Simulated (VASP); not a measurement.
# Ti2C (R-3m) in VASP: further runs

The runs below take Ti2C through single point, with PBEsol.

Program: VASP 6.6.1. These are calculated values, not measurements. Logs are shortened: lines on timing, memory, paths and dates and some standing lists are left out, and cuts for length are marked.

### Step 1. The cell of the first run

Symmetry: R-3m, No. 166, trigonal system. The conventional cell has a = 3.018 Å, b = 3.018 Å, c = 14.147 Å, α = 90.00°, β = 90.00°, γ = 120.00°. Within 2.7 Å of Ti (site symmetry 3m) lie 3 C at 2.07 Å. Within 2.7 Å of C (site symmetry -3m) lie 6 Ti at 2.07 Å.

### Step 2. Single point, PBEsol

Input file INCAR:

```
ALGO = Normal
EDIFF = 1E-7
ENCUT = 520
GGA = PS
ISIF = 2
ISMEAR = -1
LASPH = True
LCHARG = True
LELF = True
LREAL = False
LVHAR = True
LWAVE = False
NBANDS = 21
NELM = 80
PREC = Accurate
SIGMA = 0.05
```

Input file KPOINTS:

```
k-points
0
Gamma
  10 10 10
```

Input file POSCAR:

```
Ti2C
1.0
    1.5092465358      0.8713638937      4.7155020782
   -1.5092465358      0.8713638937      4.7155020782
    0.0000000000     -1.7427277875      4.7155020782
Ti C
2 1
Direct
    0.7545021700      0.7545021700      0.7545021700
    0.2454978300      0.2454978300      0.2454978300
    0.5000000000      0.5000000000      0.5000000000
```

Potentials or basis: VASP PAW PBE potentials, release 64 (Ti_sv, C).

Run with:

```
$ cat potpaw_PBE.64/Ti_sv/POTCAR potpaw_PBE.64/C/POTCAR > POTCAR
$ mpirun -np 1 vasp_std > vasp.out
```

OUTCAR:

```text
EDIFF = 1E-7
   ENCUT = 520
   GGA = PS
   ISIF = 2
   ISMEAR = -1
   LASPH = True
   LREAL = False
   NELM = 80
   PREC = Accurate

 ion  position               nearest neighbor table
   1  0.755  0.755  0.755-   3 2.07   3 2.07   3 2.07   2 2.83   2 2.83   2 2.83
   2  0.245  0.245  0.245-   3 2.07   3 2.07   3 2.07   1 2.83   1 2.83   1 2.83
   3  0.500  0.500  0.500-   2 2.07   2 2.07   1 2.07   1 2.07   2 2.07   1 2.07

  LATTYP: Found a trigonal (rhomboedric) cell.
 ALAT       =     5.0272318417
 COS(alpha) =     0.8197428324

  Lattice vectors:

 A1 = (   1.5092465358,   0.8713638937,   4.7155020782)
 A2 = (  -1.5092465358,   0.8713638937,   4.7155020782)
 A3 = (   0.0000000000,  -1.7427277875,   4.7155020782)

Analysis of symmetry for initial positions (statically):
=====================================================================
 Subroutine PRICEL returns:
 Original cell was already a primitive cell.

 Routine SETGRP: Setting up the symmetry group for a
 trigonal (rhombohedral) supercell.

 Subroutine GETGRP returns: Found 12 space group operations
 (whereof 12 operations were pure point group operations)
 out of a pool of 12 trial point group operations.

The static configuration has the point symmetry D_3d.

Analysis of symmetry for dynamics (positions and initial velocities):
=====================================================================
 Subroutine PRICEL returns:
 Original cell was already a primitive cell.

 Routine SETGRP: Setting up the symmetry group for a
 trigonal (rhombohedral) supercell.

 Subroutine GETGRP returns: Found 12 space group operations
 (whereof 12 operations were pure point group operations)
 out of a pool of 12 trial point group operations.

The dynamic configuration has the point symmetry D_3d.

 Subroutine INISYM returns: Found 12 space group operations
 (whereof 12 operations are pure point group operations),
 and found     1 'primitive' translations

----------------------------------------------------------------------------------------

                                     Primitive cell

  volume of cell :      37.2082

  direct lattice vectors                    reciprocal lattice vectors
     1.509246536  0.871363894  4.715502078     0.331291136  0.191271027  0.070688832
    -1.509246536  0.871363894  4.715502078    -0.331291136  0.191271027  0.070688832
     0.000000000 -1.742727788  4.715502078     0.000000000 -0.382542054  0.070688832

  length of vectors
     5.027231842  5.027231842  5.027231842     0.389018423  0.389018423  0.389018423

  position of ions in fractional coordinates (direct lattice)
     0.754502170  0.754502170  0.754502170
     0.245497830  0.245497830  0.245497830
     0.500000000  0.500000000  0.500000000

  ion indices of the primitive-cell ions
   primitive index   ion index
                 1           1
                 2           2
                 3           3

----------------------------------------------------------------------------------------

 KPOINTS: k-points

Automatic generation of k-mesh.
 Grid dimensions read from file:
 generate k-points for:   10   10   10

 Generating k-lattice:

  Cartesian coordinates                     Fractional coordinates (reciprocal lattice)
     0.033129114  0.019127103  0.007068883     0.100000000 -0.000000000  0.000000000
    -0.033129114  0.019127103  0.007068883    -0.000000000  0.100000000  0.000000000
     0.000000000 -0.038254205  0.007068883     0.000000000  0.000000000  0.100000000

  Length of vectors
     0.038901842  0.038901842  0.038901842

  Shift w.r.t. Gamma in fractional coordinates (k-lattice)
     0.000000000  0.000000000  0.000000000

 Subroutine IBZKPT returns following result:
 ===========================================

 Found    116 irreducible k-points:

 Following reciprocal coordinates:
            Coordinates               Weight
  0.000000  0.000000  0.000000      1.000000
  0.100000 -0.000000  0.000000      6.000000
  0.200000 -0.000000  0.000000      6.000000
  0.300000  0.000000 -0.000000      6.000000
  0.400000  0.000000  0.000000      6.000000
  0.500000 -0.000000  0.000000      3.000000
[... 16 lines left out ...]
  0.300000  0.300000  0.000000      6.000000
  0.400000  0.300000  0.000000     12.000000
 [... further k-points ...]
   k-points           NKPTS =    116   k-points in BZ     NKDIM =    116   number of bands    NBANDS=     21
   number of dos      NEDOS =    301   number of ions     NIONS =      3
   total plane-waves  NPLWV =  64000
   dimension x,y,z NGX =    40 NGY =   40 NGZ =   40
   dimension x,y,z NGXF=    80 NGYF=   80 NGZF=   80
   ions per type =               2   1
   NGX,Y,Z   is equivalent  to a cutoff of  13.23, 13.23, 13.23 a.u.
   NGXF,Y,Z  is equivalent  to a cutoff of  26.46, 26.46, 26.46 a.u.
 SYSTEM =  unknown system
   PREC   = accura    normal or accurate (medium, high low for compatibility)
   ISTART =      0    job   : 0-new  1-cont  2-samecut
   ICHARG =      2    charge: 1-file 2-atom 10-const
   ISPIN  =      1    spin polarized calculation?
   LNONCOLLINEAR =      F non collinear calculations
   LSORBIT =      F    spin-orbit coupling
   LASPH  =      T    aspherical Exc in radial PAW
   ENCUT  =  520.0 eV  38.22 Ry    6.18 a.u.   9.35  9.35  9.35*2*pi/ulx,y,z
   NELM   =     80;   NELMIN=  2; NELMDL= -5     # of ELM steps
   EDIFF  = 0.1E-06   stopping-criterion for ELM
   LREAL  =      F    real-space projection
   EDIFFG = 0.1E-05   stopping-criterion for IOM
   NSW    =      0    number of steps for IOM
   IBRION =     -1    ionic relax: 0-MD 1-quasi-New 2-CG
   NFREE  =      0    steps in history (QN), initial steepest desc. (CG)
   ISIF   =      2    stress and relaxation
   ISYM   =      2    0-nonsym 1-usesym 2-fastsym
   POTIM  = 0.5000    time-step for ionic-motion
   TEBEG  =    0.0;   TEEND  =   0.0 temperature during run
   PSTRESS=    0.0 pullay stress
   NELECT =      28.0000    total number of electrons
   NUPDOWN=      -1.0000    fix difference up-down
   EMIN   =  10.00;   EMAX   =-10.00  energy-range for DOS
   EFERMI =   0.00;   METHOD = LEGACY
   ISMEAR =    -1;   SIGMA  =   0.05  broadening in eV -4-tet -1-fermi 0-gaus
   EFERMI_NEDOS =   21; number of points for ismear=-14 and -15
   IALGO  =     38    algorithm
   IMIX   =      4    mixing-type and parameters
     AMIX     =   0.40;   BMIX     =  1.00
     AMIX_MAG =   1.60;   BMIX_MAG =  1.00
  volume/ion in A,a.u.               =      12.40        83.70
  Fermi-wavevector in a.u.,A,eV,Ry     =   1.489068  2.813930 30.168518  2.217323
  Thomas-Fermi vector in A             =   2.602023
   LORBIT       =      0    0 simple, 1 ext, 2 COOP (PROOUT), +10 PAW based schemes
   GGA     = PS    functional components
   LHFCALC =     F    Hartree Fock is set to
   AEXX    =    0.0000 exact exchange contribution
   IVDW    =     0    specifies the selected vdW correction
   LEPSILON=     F    determine dielectric tensor
   LRPA    =     F    only Hartree local field effects (RPA)
 non-spin polarized calculation
  energy-cutoff  :      520.00
  volume of cell :       37.21
 maximum number of plane-waves:      1022
 NGX is ok and might be reduce to    40
   NGX = 19   NGY = 19   NGZ = 19

 number of electron      27.9999998 magnetization

 Free energy of the ion-electron system (eV)
  ---------------------------------------------------
  ext. energy  EPLUGINS =         0.00000000
  ---------------------------------------------------
  free energy    TOTEN  =       -28.39417075 eV

  energy without entropy =      -28.37878809  energy(sigma->0) =      -28.38647942

 E-fermi :   8.9057     XC(G=0): -12.2710

 val. band max:        8.8797724790   @ k =  -0.4000   0.5000   0.4000
 cond. band min:       8.9177090129   @ k =   0.3000   0.2000   0.1000
 fundamental gap:      0.0379365339
 Fermi energy:         8.9056612231

 k-point     1 :       0.0000    0.0000    0.0000
  band No.  band energies     occupation
      1     -47.4549      2.00000
      2     -47.3213      2.00000
      3     -24.2146      2.00000
      4     -23.5791      2.00000
      5     -23.5791      2.00000
      6     -23.5114      2.00000
[... 13 lines left out ...]
     20      12.1706      0.00000
     21      13.2991      0.00000

 k-point     2 :       0.1000   -0.0000    0.0000
  band No.  band energies     occupation
      1     -47.4462      2.00000
      2     -47.3189      2.00000
      3     -24.1933      2.00000
      4     -23.6218      2.00000
      5     -23.5889      2.00000
      6     -23.5280      2.00000
[... 13 lines left out ...]
     20      12.2420      0.00000
     21      13.5007      0.00000

 k-point     3 :       0.2000   -0.0000    0.0000
  band No.  band energies     occupation
      1     -47.4225      2.00000
      2     -47.3137      2.00000
      3     -24.1349      2.00000
      4     -23.7291      2.00000
      5     -23.6336      2.00000
      6     -23.6143      2.00000
[... 13 lines left out ...]
     20      12.4564      0.00000
     21      13.9818      0.00000

 k-point     4 :       0.3000    0.0000   -0.0000
  band No.  band energies     occupation
      1     -47.3903      2.00000
      2     -47.3099      2.00000
      3     -24.0573      2.00000
      4     -23.8578      2.00000
      5     -23.7535      2.00000
      6     -23.6454      2.00000
[... 13 lines left out ...]
     20      12.5234      0.00000
     21      14.5206      0.00000

 k-point     5 :       0.4000    0.0000    0.0000
  band No.  band energies     occupation
      1     -47.3583      2.00000
      2     -47.3127      2.00000
      3     -24.0138      2.00000
      4     -23.9469      2.00000
      5     -23.8143      2.00000
      6     -23.6703      2.00000
[... 13 lines left out ...]
     20      12.5271      0.00000
     21      13.6457      0.00000
[... 382 lines left out ...]
     20      13.6381      0.00000
     21      13.8995      0.00000

 k-point    22 :      -0.2000    0.2000    0.0000
  band No.  band energies     occupation
      1     -47.3778      2.00000
      2     -47.3056      2.00000
      3     -24.0421      2.00000
      4     -23.8460      2.00000
      5     -23.8419      2.00000
      6     -23.6666      2.00000
[... 13 lines left out ...]
     20      13.7674      0.00000
     21      13.8773      0.00000

 k-point    23 :       0.3000    0.3000    0.0000
  band No.  band energies     occupation
      1     -47.3889      2.00000
      2     -47.3113      2.00000
      3     -24.0896      2.00000
      4     -23.9183      2.00000
      5     -23.7026      2.00000
      6     -23.6789      2.00000
[... 13 lines left out ...]
     20      12.5256      0.00000
     21      13.8037      0.00000

 k-point    24 :       0.4000    0.3000    0.0000
  band No.  band energies     occupation
      1     -47.3703      2.00000
      2     -47.3097      2.00000
      3     -24.0774      2.00000
      4     -23.9888      2.00000
      5     -23.7463      2.00000
      6     -23.6813      2.00000
[... 13 lines left out ...]
     20      13.0138      0.00000
     21      13.8087      0.00000

 [... further k-points ...]
[... 5 lines left out ...]
  --------------------------------------------------------------------------------------
  -------------------------------------------------------------------------------------
  Total        1.8301995      1.8301995      1.8590541      0.0000000     -0.0000000      0.0000000
  in kB       78.8079593     78.8079593     80.0504318      0.0000000     -0.0000000      0.0000000
  external PRESSURE =      79.2221168 kB  Pullay stress =       0.0000000 kB

 VOLUME and BASIS-vectors are now :
 -----------------------------------------------------------------------------
  energy-cutoff  :      520.00
  volume of cell :       37.21
      direct lattice vectors                 reciprocal lattice vectors
     1.509246536  0.871363894  4.715502078     0.331291136  0.191271027  0.070688832
    -1.509246536  0.871363894  4.715502078    -0.331291136  0.191271027  0.070688832
     0.000000000 -1.742727788  4.715502078     0.000000000 -0.382542054  0.070688832

 POSITION                                       TOTAL-FORCE (eV/Angst)
 -----------------------------------------------------------------------------------
      0.00000     -0.00000     10.67357         0.000000      0.000000     -0.556663
      0.00000     -0.00000      3.47294         0.000000     -0.000000      0.556663
      0.00000     -0.00000      7.07325         0.000000     -0.000000      0.000000
 -----------------------------------------------------------------------------------
    total drift:                                0.000000      0.000000     -0.000000

  FREE ENERGIE OF THE ION-ELECTRON SYSTEM (eV)
  ---------------------------------------------------
  free  energy   TOTEN  =       -28.3941707467 eV

  energy  without entropy=      -28.3787880921  energy(sigma->0) =      -28.38647942
```

Wall time 3.6 min (1 thread of Intel Xeon Platinum 8488C (Sapphire Rapids), shared host); peak memory 0.29 GiB.

Results:

```yaml
Free_energy: -28.3942 eV
Pressure: 7.9 GPa
Largest_force: 0.557 eV/Å
Band_gap_on_the_k_mesh: zero (band 14 reaches 9.55 eV, above the bottom of band 15 at 8.71 eV)
```

Forces on the atoms (eV/Å):
```
Ti   0.000  0.000 -0.557
Ti   0.000  0.000  0.557
C    0.000  0.000  0.000
```

Caveat: the PAW data sets were made with another functional, which shifts forces and pressure a little.

### Step 3. Single point, PBEsol

This run uses another cell than the first one, of 12.67 Å³/atom, 1.021 times its volume.

Input file INCAR:

```
ALGO = Normal
EDIFF = 1E-7
ENCUT = 520
GGA = PS
ISIF = 2
ISMEAR = -1
LASPH = T
LCHARG = F
LREAL = F
LWAVE = F
NBANDS = 21
NELM = 60
PREC = Accurate
SIGMA = 0.05
```

KPOINTS is that of step 2.

Input file POSCAR:

```
Ti2C
1.0
    1.5198753828      0.8775004613      4.7487109334
   -1.5198753828      0.8775004613      4.7487109334
    0.0000000000     -1.7550009228      4.7487109334
Ti C
2 1
Direct
    0.7545021700      0.7545021700      0.7545021700
    0.2454978300      0.2454978300      0.2454978300
    0.5000000000      0.5000000000      0.5000000000
```

Potentials or basis: VASP PAW PBE potentials, release 64 (Ti_sv, C).

Run with:

```
$ cat potpaw_PBE.64/Ti_sv/POTCAR potpaw_PBE.64/C/POTCAR > POTCAR
$ mpirun -np 1 vasp_std > vasp.out
```

Run time: 3.7 min. Hardware: 1 thread of Intel Xeon Platinum 8488C (Sapphire Rapids), shared host; peak memory 0.28 GiB.

It converged, with:

```
Free energy            : -28.4222 eV
Pressure               : 3.4 GPa
Largest force          : 0.298 eV/Å
Band gap on the k mesh : zero (band 14 reaches 9.31 eV, above the bottom of band 15 at 8.48 eV)
```

Forces on the atoms (eV/Å):
```
Ti   0.000  0.000 -0.298
Ti   0.000  0.000  0.298
C    0.000  0.000  0.000
```

Stress tensor (GPa, compression positive):
```
3.26 0.00 0.00
0.00 3.26 0.00
0.00 0.00 3.57
```

Levels at points of the mesh, in eV from the Fermi level:
```tsv
k point	band 12	band 13	band 14	band 15	band 16	band 17
(0.00, 0.00, 0.00)	-2.65	-1.97	0.49	0.49	1.04	2.04
(0.50, 0.00, 0.00)	-2.51	-1.34	-0.98	0.15	1.93	2.83
(0.50, 0.50, 0.00)	-2.69	-1.76	-0.87	0.95	2.62	3.02
(0.50, 0.50, 0.50)	-2.49	-0.89	0.14	0.88	0.88	1.85
```

Caveat: the PAW data sets were made with another functional, which shifts forces and pressure a little.

[end of part 1 of 2]
